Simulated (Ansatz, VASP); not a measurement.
Two plane-wave programs on SiNi

```xyz
8
Lattice="4.6645 0.0000 0.0000 0.0000 4.6645 0.0000 0.0000 0.0000 4.6645" Properties=species:S:1:pos:R:3 pbc="T T T"
Si    3.9420    3.9420    3.9420
Si    3.0547    0.7225    1.6098
Si    1.6098    3.0547    0.7225
Si    0.7225    1.6098    3.0547
Ni    0.6689    0.6689    0.6689
Ni    1.6634    3.9956    3.0011
Ni    3.0011    1.6634    3.9956
Ni    3.9956    3.0011    1.6634
```

Alike in both runs: functional PBE; k mesh 8 × 8 × 8; occupations gaussian, width 0.1 eV; no spin polarisation.

Ansatz relaxed the structure, and its values are those at the end. VASP's run is a single point on that final structure, the one shown.

|  | VASP | Ansatz |
| --- | --- | --- |
| version | VASP 6.6.1 | Ansatz 0.2.0 |
| potentials or method | VASP PAW PBE potentials, release 64 (Si, Ni), cutoff 520 eV | scalar-relativistic, plane waves, PAW |
| valence electrons in the cell | 56 | 88 |

|  | VASP | Ansatz | Ansatz less VASP |
| --- | --- | --- | --- |
| gap on the k mesh at the Fermi level (eV) | none | none | - |
| pressure (GPa) | -13.3 | -13.4 | -0.12 |
| rms of the force components (eV/Å) | 0.006 | 0.007 | +0.0011 |

A gap of «none» marks a metal or a gap that the smearing closes. VASP's potentials hold 56 valence electrons a cell and Ansatz's 88, so a difference there can come from the potentials and not from the codes. Ansatz's warnings: stress scf threshold loose.
